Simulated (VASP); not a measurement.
Input of a VASP 6.6.1 run:

The input POSCAR:

```
BaS
1.0
    0.0000000000      3.1505859250      3.1505859250
    3.1505859250      0.0000000000      3.1505859250
    3.1505859250      3.1505859250      0.0000000000
Ba S
1 1
Direct
    0.0000000000      0.0000000000      0.0000000000
    0.5000000000      0.5000000000      0.5000000000
```

The input INCAR.step1:

```
SYSTEM = BaS
ALGO = Normal
EDIFF = 1E-5
ENCUT = 520
GGA = PE
ISIF = 2
ISMEAR = -1
LASPH = .True.
LCHARG = .False.
LREAL = .False.
LWAVE = .True.
NBANDS = 15
NELM = 100
PREC = Accurate
SIGMA = 0.05
```

INCAR.step2

```
SYSTEM = BaS
AEXX = 0.25
ALGO = Normal
EDIFF = 1E-6
ENCUT = 520
GGA = PE
ISIF = 2
ISMEAR = -1
ISTART = 1
LASPH = .True.
LCHARG = .False.
LHFCALC = .True.
LREAL = .False.
LWAVE = .False.
NBANDS = 15
NELM = 100
PREC = Accurate
PRECFOCK = Normal
SIGMA = 0.05
```

The input KPOINTS:

```
k-points
0
Gamma
  4 4 4
  0 0 0
```

Potentials or basis: VASP PAW PBE potentials, release 64 (Ba_sv, S).

The run is started by

```bash
$ cat potpaw_PBE.64/Ba_sv/POTCAR potpaw_PBE.64/S/POTCAR > POTCAR
$ cp INCAR.step1 INCAR
$ mpirun -np 1 vasp_std > vasp.out
$ cp INCAR.step2 INCAR
$ mpirun -np 1 vasp_std > vasp.out
```

(1) Predict the pressure.

(2) Predict the band gap on the k mesh.

Answers

(1) 3.1 GPa.

(2) 3.66 eV (least direct gap 3.80 eV).

Caveat: the k points lie up to 0.43 Å⁻¹ apart; the PAW data sets were made with another functional, which shifts forces and pressure a little; spin-orbit coupling is left out, which moves the levels of the heavy elements.
